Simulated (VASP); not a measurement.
Runs of VASP 6.6.1 on TaN. The structure is that of space group P-6m2 (No. 187), or close to it. The cells are those of the table. 

| cell | gap on the mesh (eV) | pressure (GPa) |
| --- | --- | --- |
| a = 2.991, b = 2.991, c = 2.820 Å, angles 90.0, 90.0, 120.0°, 2 atoms | none | 2.1 |
| a = 3.033, b = 3.033, c = 2.741 Å, angles 90.0, 90.0, 120.0°, 2 atoms | none | 4.5 |
| a = 2.776, b = 2.776, c = 3.272 Å, angles 90.0, 90.0, 120.0°, 2 atoms | none | (a) |
| a = 2.858, b = 2.858, c = 3.088 Å, angles 90.0, 90.0, 120.0°, 2 atoms | none | (b) |
| a = 2.903, b = 2.903, c = 2.994 Å, angles 90.0, 90.0, 120.0°, 2 atoms | none | -0.1 |

Alike in all rows: task single point; level PBE; potentials or basis VASP PAW PBE potentials, release 64 (Ta_pv, N); no spin polarisation; k mesh 24 × 24 × 22; cutoff (eV) 520; smearing gaussian 0.15 eV.

Question: Fill in the values left out.

Answer: (a) 2.5; (b) 0.1.

Caveats: spin-orbit coupling is left out, which moves the levels of the heavy elements; the cell stands under pressure (at least some runs).

A k mesh can miss the band edges, and the runs leave out spin-orbit coupling on Ta.

A gap of «none» marks levels without a gap at the run's occupations.
